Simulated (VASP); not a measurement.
# CuI (Pmma) in VASP: further runs

The runs below take CuI through single point, with PBE.

All numbers are computed with VASP 6.6.1; they aren't measurements. Logs are shortened: lines on timing, memory, paths and dates and some standing lists are left out, and cuts for length are marked.

### 1 The cell of the first run

Symmetry: Pmma, No. 51, orthorhombic system. Conventional cell: a = 4.298 Å, b = 4.298 Å, c = 12.156 Å, α = 90.00°, β = 90.00°, γ = 90.00°. Within 3.5 Å of I (site symmetry mm2) lie 2 I at 2.63 Å and 2 Cu at 2.63 Å. Within 3.5 Å of I (site symmetry mm2) lie 4 Cu at 2.63 Å. Cu (site symmetry mm2) has 4 I at 2.63 Å within 3.5 Å. Within 3.5 Å of Cu (site symmetry mm2) lie 2 I at 2.63 Å and 2 Cu at 2.63 Å.

### 2 Single point, PBE

The input, INCAR:

```
SYSTEM = CuI
ALGO = Normal
EDIFF = 1E-6
ENCUT = 520
GGA = PE
ISIF = 2
ISMEAR = 0
LASPH = .True.
LCHARG = .False.
LREAL = .False.
LWAVE = .False.
NBANDS = 46
NELM = 60
PREC = Accurate
SIGMA = 0.05
```

The input, KPOINTS:

```
k-points
0
Gamma
  6 6 3
  0 0 0
```

The input, POSCAR:

```
CuI
1.0
    4.2977998338      0.0000000000      0.0000000000
    0.0000000000      4.2977998338      0.0000000000
    0.0000000000      0.0000000000     12.1560136268
I Cu
4 4
Direct
    0.0000000000      0.0000000000      0.0000000000
    0.5000000000      0.5000000000      0.2500000000
    0.0000000000      0.5000000000      0.6250000000
    0.5000000000      0.0000000000      0.8750000000
    0.0000000000      0.5000000000      0.1250000000
    0.5000000000      0.0000000000      0.3750000000
    0.0000000000      0.0000000000      0.5000000000
    0.5000000000      0.5000000000      0.7500000000
```

Potentials or basis: VASP PAW PBE potentials, release 64 (I, Cu).

Launch:

```bash
$ cat potpaw_PBE.64/I/POTCAR potpaw_PBE.64/Cu/POTCAR > POTCAR
$ mpirun -np 1 vasp_std > vasp.out
```

OUTCAR:

```text
SYSTEM = CuI
   EDIFF = 1E-6
   ENCUT = 520
   GGA = PE
   ISIF = 2
   ISMEAR = 0
   LASPH = .True.
   LREAL = .False.
   NELM = 60
   PREC = Accurate

 ion  position               nearest neighbor table
   1  0.000  0.000  0.000-   4 2.63   5 2.63   5 2.63   4 2.63
   2  0.500  0.500  0.250-   5 2.63   6 2.63   6 2.63   5 2.63
   3  0.000  0.500  0.625-   7 2.63   8 2.63   7 2.63   8 2.63
   4  0.500  0.000  0.875-   1 2.63   8 2.63   8 2.63   1 2.63
   5  0.000  0.500  0.125-   1 2.63   2 2.63   1 2.63   2 2.63
   6  0.500  0.000  0.375-   2 2.63   7 2.63   2 2.63   7 2.63
   7  0.000  0.000  0.500-   3 2.63   6 2.63   3 2.63   6 2.63
   8  0.500  0.500  0.750-   3 2.63   4 2.63   4 2.63   3 2.63

  LATTYP: Found a simple tetragonal cell.
 ALAT       =     4.2977998338
 C/A-ratio  =     2.8284271248

  Lattice vectors:

 A1 = (   4.2977998338,   0.0000000000,   0.0000000000)
 A2 = (   0.0000000000,   4.2977998338,   0.0000000000)
 A3 = (   0.0000000000,   0.0000000000,  12.1560136268)

Analysis of symmetry for initial positions (statically):
=====================================================================
 Subroutine PRICEL returns:
 Original cell was already a primitive cell.

 Routine SETGRP: Setting up the symmetry group for a
 simple tetragonal supercell.

 Subroutine GETGRP returns: Found  8 space group operations
 (whereof  4 operations were pure point group operations)
 out of a pool of 16 trial point group operations.

The static configuration has the point symmetry C_2v.
 The point group associated with its full space group is D_2h.

Analysis of symmetry for dynamics (positions and initial velocities):
=====================================================================
 Subroutine PRICEL returns:
 Original cell was already a primitive cell.

 Routine SETGRP: Setting up the symmetry group for a
 simple tetragonal supercell.

 Subroutine GETGRP returns: Found  8 space group operations
 (whereof  4 operations were pure point group operations)
 out of a pool of 16 trial point group operations.

The dynamic configuration has the point symmetry C_2v.
 The point group associated with its full space group is D_2h.

 Subroutine INISYM returns: Found  8 space group operations
 (whereof  4 operations are pure point group operations),
 and found     1 'primitive' translations

----------------------------------------------------------------------------------------

                                     Primitive cell

  volume of cell :     224.5347

  direct lattice vectors                    reciprocal lattice vectors
     4.297799834  0.000000000  0.000000000     0.232677193  0.000000000  0.000000000
     0.000000000  4.297799834  0.000000000     0.000000000  0.232677193  0.000000000
     0.000000000  0.000000000 12.156013627     0.000000000  0.000000000  0.082263810

  length of vectors
     4.297799834  4.297799834 12.156013627     0.232677193  0.232677193  0.082263810

  position of ions in fractional coordinates (direct lattice)
     0.000000000  0.000000000  0.000000000
     0.500000000  0.500000000  0.250000000
     0.000000000  0.500000000  0.625000000
     0.500000000  0.000000000  0.875000000
     0.000000000  0.500000000  0.125000000
     0.500000000  0.000000000  0.375000000
     0.000000000  0.000000000  0.500000000
     0.500000000  0.500000000  0.750000000

  ion indices of the primitive-cell ions
   primitive index   ion index
                 1           1
                 2           2
                 3           3
                 4           4
                 5           5
                 6           6
                 7           7
                 8           8

----------------------------------------------------------------------------------------

 KPOINTS: k-points

Automatic generation of k-mesh.
 Grid dimensions read from file:
 generate k-points for:    6    6    3

 Generating k-lattice:

  Cartesian coordinates                     Fractional coordinates (reciprocal lattice)
     0.038779532  0.000000000  0.000000000     0.166666667  0.000000000  0.000000000
     0.000000000  0.038779532  0.000000000     0.000000000  0.166666667  0.000000000
     0.000000000  0.000000000  0.027421270     0.000000000  0.000000000  0.333333333

  Length of vectors
     0.038779532  0.038779532  0.027421270

  Shift w.r.t. Gamma in fractional coordinates (k-lattice)
     0.000000000  0.000000000  0.000000000

 Subroutine IBZKPT returns following result:
 ===========================================

 Found     32 irreducible k-points:

 Following reciprocal coordinates:
            Coordinates               Weight
  0.000000  0.000000  0.000000      1.000000
  0.166667  0.000000  0.000000      2.000000
  0.000000  0.166667  0.000000      2.000000
  0.333333  0.000000  0.000000      2.000000
  0.000000  0.333333  0.000000      2.000000
  0.500000  0.000000  0.000000      1.000000
[... 16 lines left out ...]
  0.000000  0.500000  0.333333      2.000000
  0.166667  0.166667  0.333333      8.000000
 [... further k-points ...]
   k-points           NKPTS =     32   k-points in BZ     NKDIM =     32   number of bands    NBANDS=     46
   number of dos      NEDOS =    301   number of ions     NIONS =      8
   total plane-waves  NPLWV =  92160
   dimension x,y,z NGX =    32 NGY =   32 NGZ =   90
   dimension x,y,z NGXF=    64 NGYF=   64 NGZF=  180
   ions per type =               4   4
   NGX,Y,Z   is equivalent  to a cutoff of  12.38, 12.38, 12.31 a.u.
   NGXF,Y,Z  is equivalent  to a cutoff of  24.76, 24.76, 24.62 a.u.
 SYSTEM =  CuI
   PREC   = accura    normal or accurate (medium, high low for compatibility)
   ISTART =      0    job   : 0-new  1-cont  2-samecut
   ICHARG =      2    charge: 1-file 2-atom 10-const
   ISPIN  =      1    spin polarized calculation?
   LNONCOLLINEAR =      F non collinear calculations
   LSORBIT =      F    spin-orbit coupling
   LASPH  =      T    aspherical Exc in radial PAW
   ENCUT  =  520.0 eV  38.22 Ry    6.18 a.u.   7.99  7.99 22.60*2*pi/ulx,y,z
   NELM   =     60;   NELMIN=  2; NELMDL= -5     # of ELM steps
   EDIFF  = 0.1E-05   stopping-criterion for ELM
   LREAL  =      F    real-space projection
   EDIFFG = 0.1E-04   stopping-criterion for IOM
   NSW    =      0    number of steps for IOM
   IBRION =     -1    ionic relax: 0-MD 1-quasi-New 2-CG
   NFREE  =      0    steps in history (QN), initial steepest desc. (CG)
   ISIF   =      2    stress and relaxation
   ISYM   =      2    0-nonsym 1-usesym 2-fastsym
   POTIM  = 0.5000    time-step for ionic-motion
   TEBEG  =    0.0;   TEEND  =   0.0 temperature during run
   PSTRESS=    0.0 pullay stress
   NELECT =      72.0000    total number of electrons
   NUPDOWN=      -1.0000    fix difference up-down
   EMIN   =  10.00;   EMAX   =-10.00  energy-range for DOS
   EFERMI =   0.00;   METHOD = LEGACY
   ISMEAR =     0;   SIGMA  =   0.05  broadening in eV -4-tet -1-fermi 0-gaus
   EFERMI_NEDOS =   21; number of points for ismear=-14 and -15
   IALGO  =     38    algorithm
   IMIX   =      4    mixing-type and parameters
     AMIX     =   0.40;   BMIX     =  1.00
     AMIX_MAG =   1.60;   BMIX_MAG =  1.00
  volume/ion in A,a.u.               =      28.07       189.40
  Fermi-wavevector in a.u.,A,eV,Ry     =   1.120533  2.117499 17.083383  1.255593
  Thomas-Fermi vector in A             =   2.257180
   LORBIT       =      0    0 simple, 1 ext, 2 COOP (PROOUT), +10 PAW based schemes
   GGA     = PE    functional components
   LHFCALC =     F    Hartree Fock is set to
   AEXX    =    0.0000 exact exchange contribution
   IVDW    =     0    specifies the selected vdW correction
   LEPSILON=     F    determine dielectric tensor
   LRPA    =     F    only Hartree local field effects (RPA)
 non-spin polarized calculation
 Gauss-broadening in eV      SIGMA  =   0.05
  energy-cutoff  :      520.00
  volume of cell :      224.53
 maximum number of plane-waves:      6128
   NGX = 15   NGY = 15   NGZ = 45

 number of electron      72.0000023 magnetization

 Free energy of the ion-electron system (eV)
  ---------------------------------------------------
  ext. energy  EPLUGINS =         0.00000000
  ---------------------------------------------------
  free energy    TOTEN  =       -16.00468753 eV

  energy without entropy =      -15.99311686  energy(sigma->0) =      -15.99890220

 E-fermi :   4.8884     XC(G=0):  -8.9315

 val. band max:        4.8866144850   @ k =   0.5000   0.5000   0.0000
 cond. band min:       4.8952386963   @ k =   0.3333   0.3333   0.3333
 fundamental gap:      0.0086242113
 Fermi energy:         4.8883661404

 k-point     1 :       0.0000    0.0000    0.0000
  band No.  band energies     occupation
      1     -11.7064      2.00000
      2      -9.2624      2.00000
      3      -9.2555      2.00000
      4      -7.7080      2.00000
      5      -1.9205      2.00000
      6      -1.0841      2.00000
[... 38 lines left out ...]
     45       9.2643      0.00000
     46      10.3693      0.00000

 k-point     2 :       0.1667    0.0000    0.0000
  band No.  band energies     occupation
      1     -11.5085      2.00000
      2      -9.2135      2.00000
      3      -9.2084      2.00000
      4      -8.0632      2.00000
      5      -2.3080      2.00000
      6      -1.0653      2.00000
[... 38 lines left out ...]
     45       9.4721      0.00000
     46       9.9156      0.00000

 k-point     3 :       0.0000    0.1667    0.0000
  band No.  band energies     occupation
      1     -11.6679      2.00000
      2      -9.2173      2.00000
      3      -9.2056      2.00000
      4      -7.6635      2.00000
      5      -1.8905      2.00000
      6      -1.2786      2.00000
[... 1018 lines left out ...]
     45       9.6674      0.00000
     46      10.1730      0.00000

 k-point    24 :       0.1667    0.1667    0.3333
  band No.  band energies     occupation
      1     -11.4698      2.00000
      2      -9.1914      2.00000
      3      -9.1358      2.00000
      4      -8.0213      2.00000
      5      -2.2628      2.00000
      6      -1.1471      2.00000
[... 38 lines left out ...]
     45       9.5292      0.00000
     46       9.6922      0.00000

 [... further k-points ...]

------------------------ aborting loop because EDIFF is reached ----------------------------------------

  FORCE on cell =-STRESS in cart. coord.  units (eV):
  Direction    XX          YY          ZZ          XY          YZ          ZX
  --------------------------------------------------------------------------------------
  -------------------------------------------------------------------------------------
  Total       18.9458531     -0.2837683      8.8757999      0.0000000      0.0000000      0.0000000
  in kB      135.1889519     -2.0248408     63.3336527      0.0000000      0.0000000      0.0000000
  external PRESSURE =      65.4992546 kB  Pullay stress =       0.0000000 kB

 VOLUME and BASIS-vectors are now :
 -----------------------------------------------------------------------------
  energy-cutoff  :      520.00
  volume of cell :      224.53
      direct lattice vectors                 reciprocal lattice vectors
     4.297799834  0.000000000  0.000000000     0.232677193  0.000000000  0.000000000
     0.000000000  4.297799834  0.000000000     0.000000000  0.232677193  0.000000000
     0.000000000  0.000000000 12.156013627     0.000000000  0.000000000  0.082263810

 POSITION                                       TOTAL-FORCE (eV/Angst)
 -----------------------------------------------------------------------------------
      0.00000      0.00000      0.00000         0.000000      0.000000      6.017741
      2.14890      2.14890      3.03900         0.000000      0.000000      0.118749
      0.00000      2.14890      7.59751         0.000000      0.000000     -0.118749
      2.14890      0.00000     10.63651         0.000000      0.000000     -6.017741
      0.00000      2.14890      1.51950         0.000000      0.000000      0.018992
      2.14890      0.00000      4.55851         0.000000      0.000000      0.187748
      0.00000      0.00000      6.07801         0.000000      0.000000     -0.187748
      2.14890      2.14890      9.11701         0.000000      0.000000     -0.018992
 -----------------------------------------------------------------------------------
    total drift:                                0.000000      0.000000     -0.000013

  FREE ENERGIE OF THE ION-ELECTRON SYSTEM (eV)
  ---------------------------------------------------
  free  energy   TOTEN  =       -16.0046875273 eV

  energy  without entropy=      -15.9931168643  energy(sigma->0) =      -15.99890220
```

Run time: 5.6 min. Hardware: 1 thread of Intel Xeon Platinum 8488C (Sapphire Rapids), shared host; peak memory 0.44 GiB.

What came out:

```
Free energy            : -16.0047 eV
Pressure               : 6.5 GPa
Largest force          : 6.018 eV/Å
Band gap on the k mesh : zero (bands 36 and 37 overlap by 0.39 eV)
```

Forces in eV/Å, atoms in the order of the input:
```
I    0.000  0.000  6.018
I    0.000  0.000  0.119
I    0.000  0.000 -0.119
I    0.000  0.000 -6.018
Cu   0.000  0.000  0.019
Cu   0.000  0.000  0.188
Cu   0.000  0.000 -0.188
Cu   0.000  0.000 -0.019
```

Caveat: the stress differs along the axes, from -0 to 14 GPa; semilocal functionals underestimate gaps, and a narrow one can read as zero; spin-orbit coupling is left out, which moves the levels of the heavy elements; forces of over 1 eV/Å act on the atoms, so gaps and moduli don't describe the material at rest.

### 3 Single point, PBE

This run uses another cell than the first one, of 33.34 Å³/atom.

The input, INCAR:

```
  PREC = Accurate
  ENCUT = 520
  EDIFF = 1E-6
  ISMEAR = 0
  SIGMA = 0.05
  LREAL = F
  LASPH = T
  NELM = 80
  ALGO = Normal
  ISIF = 2
  LWAVE = F
  LCHARG = F
  GGA = PE
  NBANDS = 46
```

The input, KPOINTS:

```
regular mesh
0
Gamma
  6 6 3
```

The input, POSCAR:

```
CuI
1.0
    4.2977998338      0.0000000000      0.0000000000
    0.0000000000      4.2977998338      0.0000000000
    0.0000000000      0.0000000000     14.4407146065
I Cu
4 4
Direct
    0.0000000000      0.0000000000      0.0901624012
    0.5000000000      0.5000000000      0.3011481758
    0.0000000000      0.5000000000      0.5738518242
    0.5000000000      0.0000000000      0.7848375988
    0.0000000000      0.5000000000      0.1794628437
    0.5000000000      0.0000000000      0.3900178642
    0.0000000000      0.0000000000      0.4849821358
    0.5000000000      0.5000000000      0.6955371563
```

Potentials or basis: VASP PAW PBE potentials, release 64 (I, Cu).

Launch:

```bash
$ cat potpaw_PBE.64/I/POTCAR potpaw_PBE.64/Cu/POTCAR > POTCAR
$ mpirun -np 1 vasp_std > vasp.out
```

Wall time 5.3 min (1 thread of Intel Xeon Platinum 8488C (Sapphire Rapids), shared host); peak memory 0.52 GiB.

Results (log left out):

- Free energy: -20.6490 eV
- Pressure: 0.5 GPa
- Largest force: 0.008 eV/Å
- Band gap on the k mesh: zero (bands 36 and 37 overlap by 0.03 eV)

Forces in eV/Å, atoms in the order of the input:
```
I    0.000  0.000 -0.003
I    0.000  0.000  0.001
I    0.000  0.000 -0.001
I    0.000  0.000  0.003
Cu   0.000  0.000 -0.002
Cu   0.000  0.000 -0.008
Cu   0.000  0.000  0.008
Cu   0.000  0.000  0.002
```

Stress tensor (GPa, compression positive):
```
0.11 0.00 0.00
0.00 1.39 0.00
0.00 0.00 0.12
```

Levels at points of the mesh, in eV from the Fermi level:
| k point | band 34 | band 35 | band 36 | band 37 | band 38 | band 39 |
| --- | --- | --- | --- | --- | --- | --- |
| (0.00, 0.00, 0.00) | -0.20 | -0.13 | 0.01 | 0.60 | 2.37 | 2.81 |
| (0.50, 0.00, 0.00) | -0.42 | -0.16 | -0.16 | 0.97 | 0.97 | 3.21 |
| (0.00, 0.50, 0.00) | -0.77 | -0.05 | 0.00 | 0.27 | 2.76 | 3.35 |
| (0.50, 0.50, 0.00) | -1.23 | -0.82 | -0.82 | 0.06 | 0.06 | 3.50 |

Caveat: semilocal functionals underestimate gaps, and a narrow one can read as zero; spin-orbit coupling is left out, which moves the levels of the heavy elements; this functional lacks dispersion, which binds layers or chains, so the pressure and a relaxed spacing across them are unreliable.
